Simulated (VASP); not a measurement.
# AlNi (Pm-3m) in VASP: further runs

The runs below take AlNi through single point, with PBEsol.

Everything below comes from runs of VASP 6.6.1. Logs are shortened: lines on timing, memory, paths and dates and some standing lists are left out, and cuts for length are marked.

**1. The cell of the first run**

It takes space group Pm-3m (No. 221, cubic). The conventional cell has a = 2.881 Å, b = 2.881 Å, c = 2.881 Å, α = 90.00°, β = 90.00°, γ = 90.00°. Al (site symmetry m-3m) has 8 Ni at 2.50 Å and 6 Al at 2.88 Å within 3.3 Å. Ni (site symmetry m-3m) has 8 Al at 2.50 Å and 6 Ni at 2.88 Å within 3.3 Å.

**2. Single point, PBEsol**

The input, INCAR:

```
SYSTEM = AlNi
PREC = Accurate ; ENCUT = 520
EDIFF = 1E-6 ; ISMEAR = 0
SIGMA = 0.1 ; LREAL = .FALSE.
LASPH = .TRUE. ; NELM = 60
ALGO = Normal ; ISIF = 2
LWAVE = .FALSE. ; LCHARG = .FALSE.
GGA = PS ; NBANDS = 14
```

The input, KPOINTS:

```
Automatic mesh
0
G
  6 6 6
  0 0 0
```

The input, POSCAR:

```
AlNi
1.0
    2.8810000000      0.0000000000      0.0000000000
    0.0000000000      2.8810000000      0.0000000000
    0.0000000000      0.0000000000      2.8810000000
Al Ni
1 1
Direct
    0.0000000000      0.0000000000      0.0000000000
    0.5000000000      0.5000000000      0.5000000000
```

Potentials or basis: VASP PAW PBE potentials, release 64 (Al, Ni).

Started as:

```
$ cat potpaw_PBE.64/Al/POTCAR potpaw_PBE.64/Ni/POTCAR > POTCAR
$ mpirun -np 1 vasp_std > vasp.out
```

OUTCAR:

```text
SYSTEM = AlNi
   PREC = Accurate
   ENCUT = 520
   EDIFF = 1E-6
   ISMEAR = 0
   LREAL = .FALSE.
   LASPH = .TRUE.
   NELM = 60
   ISIF = 2
   GGA = PS

 ion  position               nearest neighbor table
   1  0.000  0.000  0.000-   2 2.50   2 2.50   2 2.50   2 2.50   2 2.50   2 2.50   2 2.50   2 2.50

   2  0.500  0.500  0.500-   1 2.50   1 2.50   1 2.50   1 2.50   1 2.50   1 2.50   1 2.50   1 2.50

  LATTYP: Found a simple cubic cell.
 ALAT       =     2.8810000000

  Lattice vectors:

 A1 = (   2.8810000000,   0.0000000000,   0.0000000000)
 A2 = (   0.0000000000,   2.8810000000,   0.0000000000)
 A3 = (   0.0000000000,   0.0000000000,   2.8810000000)

Analysis of symmetry for initial positions (statically):
=====================================================================
 Subroutine PRICEL returns:
 Original cell was already a primitive cell.

 Routine SETGRP: Setting up the symmetry group for a
 simple cubic supercell.

 Subroutine GETGRP returns: Found 48 space group operations
 (whereof 48 operations were pure point group operations)
 out of a pool of 48 trial point group operations.

The static configuration has the point symmetry O_h .

Analysis of symmetry for dynamics (positions and initial velocities):
=====================================================================
 Subroutine PRICEL returns:
 Original cell was already a primitive cell.

 Routine SETGRP: Setting up the symmetry group for a
 simple cubic supercell.

 Subroutine GETGRP returns: Found 48 space group operations
 (whereof 48 operations were pure point group operations)
 out of a pool of 48 trial point group operations.

The dynamic configuration has the point symmetry O_h .

 Subroutine INISYM returns: Found 48 space group operations
 (whereof 48 operations are pure point group operations),
 and found     1 'primitive' translations

----------------------------------------------------------------------------------------

                                     Primitive cell

  volume of cell :      23.9128

  direct lattice vectors                    reciprocal lattice vectors
     2.881000000  0.000000000  0.000000000     0.347101701  0.000000000  0.000000000
     0.000000000  2.881000000  0.000000000     0.000000000  0.347101701  0.000000000
     0.000000000  0.000000000  2.881000000     0.000000000  0.000000000  0.347101701

  length of vectors
     2.881000000  2.881000000  2.881000000     0.347101701  0.347101701  0.347101701

  position of ions in fractional coordinates (direct lattice)
     0.000000000  0.000000000  0.000000000
     0.500000000  0.500000000  0.500000000

  ion indices of the primitive-cell ions
   primitive index   ion index
                 1           1
[... 82 lines left out ...]
   EFERMI =   0.00;   METHOD = LEGACY
   ISMEAR =     0;   SIGMA  =   0.10  broadening in eV -4-tet -1-fermi 0-gaus
   EFERMI_NEDOS =   21; number of points for ismear=-14 and -15
   IALGO  =     38    algorithm
   IMIX   =      4    mixing-type and parameters
     AMIX     =   0.40;   BMIX     =  1.00
     AMIX_MAG =   1.60;   BMIX_MAG =  1.00
  volume/ion in A,a.u.               =      11.96        80.69
  Fermi-wavevector in a.u.,A,eV,Ry     =   1.336122  2.524904 24.289410  1.785221
  Thomas-Fermi vector in A             =   2.464773
   LORBIT       =      0    0 simple, 1 ext, 2 COOP (PROOUT), +10 PAW based schemes
   GGA     = PS    functional components
   LHFCALC =     F    Hartree Fock is set to
   AEXX    =    0.0000 exact exchange contribution
   IVDW    =     0    specifies the selected vdW correction
   LEPSILON=     F    determine dielectric tensor
   LRPA    =     F    only Hartree local field effects (RPA)
 non-spin polarized calculation
 Gauss-broadening in eV      SIGMA  =   0.10
  energy-cutoff  :      520.00
  volume of cell :       23.91
 maximum number of plane-waves:       659
 NGX is ok and might be reduce to    24
   NGX = 11   NGY = 11   NGZ = 11

 number of electron      13.0000015 magnetization

 Free energy of the ion-electron system (eV)
  ---------------------------------------------------
  ext. energy  EPLUGINS =         0.00000000
  ---------------------------------------------------
  free energy    TOTEN  =       -11.55615569 eV

  energy without entropy =      -11.54891726  energy(sigma->0) =      -11.55253648

 E-fermi :   9.9382     XC(G=0): -12.1669

 val. band max:        9.9243659261   @ k =   0.3333   0.1667   0.0000
 cond. band min:      10.2253496529   @ k =   0.3333   0.1667   0.1667
 fundamental gap:      0.3009837268
 Fermi energy:         9.9381936210

 k-point     1 :       0.0000    0.0000    0.0000
  band No.  band energies     occupation
      1      -1.2331      2.00000
      2       6.6435      2.00000
      3       6.6435      2.00000
      4       8.3343      2.00000
      5       8.3343      2.00000
      6       8.3343      2.00000
      7      15.3948      0.00000
      8      15.3948      0.00000
      9      15.3948      0.00000
     10      18.0401      0.00000
     11      18.0401      0.00000
     12      23.6240      0.00000
     13      30.7990      0.00000
     14      30.7990      0.00000
[... 309 lines left out ...]
      1       5.7909      2.00000
      2       5.7909      2.00000
      3       5.7909      2.00000
      4       8.8895      2.00000
      5       8.8895      2.00000
      6      11.8765      0.00000
      7      11.8765      0.00000
      8      11.8765      0.00000
      9      13.6307      0.00000
     10      14.3646      0.00000
     11      14.3646      0.00000
     12      14.3646      0.00000
     13      17.5269      0.00000
     14      37.1941      0.00000

------------------------ aborting loop because EDIFF is reached ----------------------------------------

  FORCE on cell =-STRESS in cart. coord.  units (eV):
  Direction    XX          YY          ZZ          XY          YZ          ZX
  --------------------------------------------------------------------------------------
  -------------------------------------------------------------------------------------
  Total       -0.4242882     -0.4242882     -0.4242882     -0.0000000      0.0000000     -0.0000000
  in kB      -28.4277043    -28.4277043    -28.4277043     -0.0000000      0.0000000     -0.0000000
  external PRESSURE =     -28.4277043 kB  Pullay stress =       0.0000000 kB

 VOLUME and BASIS-vectors are now :
 -----------------------------------------------------------------------------
  energy-cutoff  :      520.00
  volume of cell :       23.91
      direct lattice vectors                 reciprocal lattice vectors
     2.881000000  0.000000000  0.000000000     0.347101701  0.000000000  0.000000000
     0.000000000  2.881000000  0.000000000     0.000000000  0.347101701  0.000000000
     0.000000000  0.000000000  2.881000000     0.000000000  0.000000000  0.347101701

 POSITION                                       TOTAL-FORCE (eV/Angst)
 -----------------------------------------------------------------------------------
      0.00000      0.00000      0.00000         0.000000      0.000000      0.000000
      1.44050      1.44050      1.44050         0.000000      0.000000      0.000000
 -----------------------------------------------------------------------------------
    total drift:                                0.000000      0.000000     -0.000000

  FREE ENERGIE OF THE ION-ELECTRON SYSTEM (eV)
  ---------------------------------------------------
  free  energy   TOTEN  =       -11.5561556899 eV

  energy  without entropy=      -11.5489172648  energy(sigma->0) =      -11.55253648
```

OSZICAR:

```text
N       E                     dE             d eps       ncg     rms          rms(c)
DAV:   1     0.383409065590E+02    0.38341E+02   -0.52887E+03   568   0.952E+02
DAV:   2    -0.115509538589E+02   -0.49892E+02   -0.45293E+02   602   0.176E+02
DAV:   3    -0.131824905924E+02   -0.16315E+01   -0.16171E+01   686   0.354E+01
DAV:   4    -0.132041424316E+02   -0.21652E-01   -0.21646E-01   676   0.372E+00
DAV:   5    -0.132047460490E+02   -0.60362E-03   -0.60361E-03   686   0.658E-01    0.127E+01
DAV:   6    -0.152932546558E+02   -0.20885E+01   -0.50659E+01   632   0.995E+01    0.165E+01
DAV:   7    -0.115886328627E+02    0.37046E+01   -0.14780E+01   650   0.588E+01    0.110E+00
DAV:   8    -0.115705084129E+02    0.18124E-01   -0.29640E-01   686   0.583E+00    0.962E-01
DAV:   9    -0.115564459328E+02    0.14062E-01   -0.36368E-02   728   0.238E+00    0.191E-01
DAV:  10    -0.115561619608E+02    0.28397E-03   -0.85598E-04   670   0.365E-01    0.812E-02
DAV:  11    -0.115561559147E+02    0.60461E-05   -0.46980E-05   814   0.822E-02    0.104E-02
DAV:  12    -0.115561556899E+02    0.22473E-06   -0.66007E-07   472   0.869E-03
   1 F= -.11556156E+02 E0= -.11552536E+02  d E =-.723843E-02
```

Run time: 5.1 s. Hardware: 1 thread of Intel Xeon 6975P-C (Granite Rapids), shared host; peak memory 0.13 GiB.

What came out:

```
Free energy : -11.5562 eV
Pressure    : -2.8 GPa
```

Levels at points of the mesh, in eV from the Fermi level:
```
           k point  band 5  band 6  band 7  band 8  band 9  band 10
(0.00, 0.00, 0.00)   -1.60   -1.60    5.46    5.46    5.46     8.10
(0.50, 0.00, 0.00)   -2.31   -1.52   -0.71    8.26    9.95     9.95
(0.50, 0.50, 0.00)   -2.14   -2.14   -1.08    1.41    2.45    12.25
(0.50, 0.50, 0.50)   -1.05    1.94    1.94    1.94    3.69     4.43
```

Caveat: the k points lie up to 0.36 Å⁻¹ apart; the PAW data sets were made with another functional, which shifts forces and pressure a little. Spin polarisation is off, so any magnetic state and its effect on volume and gap are missing.

**3. Single point, PBEsol**

This run uses another cell than the first one, of 11.72 Å³/atom, 0.981 times its volume.

The input, INCAR:

```
SYSTEM = AlNi
PREC = Accurate
ENCUT = 520
EDIFF = 1E-6
ISMEAR = 0
SIGMA = 0.1
LREAL = .False.
LASPH = .True.
NELM = 60
ALGO = Normal
ISIF = 2
LWAVE = .False.
LCHARG = .False.
GGA = PS
NBANDS = 14
```

The input, KPOINTS:

```
regular mesh
0
Gamma
  14 14 14
  0 0 0
```

The input, POSCAR:

```
AlNi
1.0
    2.8621655254      0.0000000000      0.0000000000
    0.0000000000      2.8621655254      0.0000000000
    0.0000000000      0.0000000000      2.8621655254
Al Ni
1 1
Direct
    0.0000000000      0.0000000000      0.0000000000
    0.5000000000      0.5000000000      0.5000000000
```

Potentials or basis: VASP PAW PBE potentials, release 64 (Al, Ni).

Started as:

```
$ cat potpaw_PBE.64/Al/POTCAR potpaw_PBE.64/Ni/POTCAR > POTCAR
$ mpirun -np 1 vasp_std > vasp.out
```

Run time: 14 s. Hardware: 1 thread of Intel Xeon 6975P-C (Granite Rapids), shared host; peak memory 0.16 GiB.

It converged, with:

```
Free energy : -11.5871 eV
Pressure    : 0.2 GPa
```

Levels at points of the mesh, in eV from the Fermi level:
```csv
k point,band 4,band 5,band 6,band 7,band 8,band 9,band 10,band 11
"(0.00, 0.00, 0.00)",-1.55,-1.55,-1.55,5.61,5.61,5.61,8.24,8.24
"(0.50, 0.00, 0.00)",-2.28,-2.28,-1.46,-0.63,8.35,10.12,10.12,11.12
"(0.50, 0.50, 0.00)",-2.90,-2.11,-2.11,-1.01,1.52,2.62,12.54,15.31
"(0.50, 0.50, 0.50)",-0.98,-0.98,1.99,1.99,1.99,3.93,4.59,4.59
```

Caveat: the PAW data sets were made with another functional, which shifts forces and pressure a little.
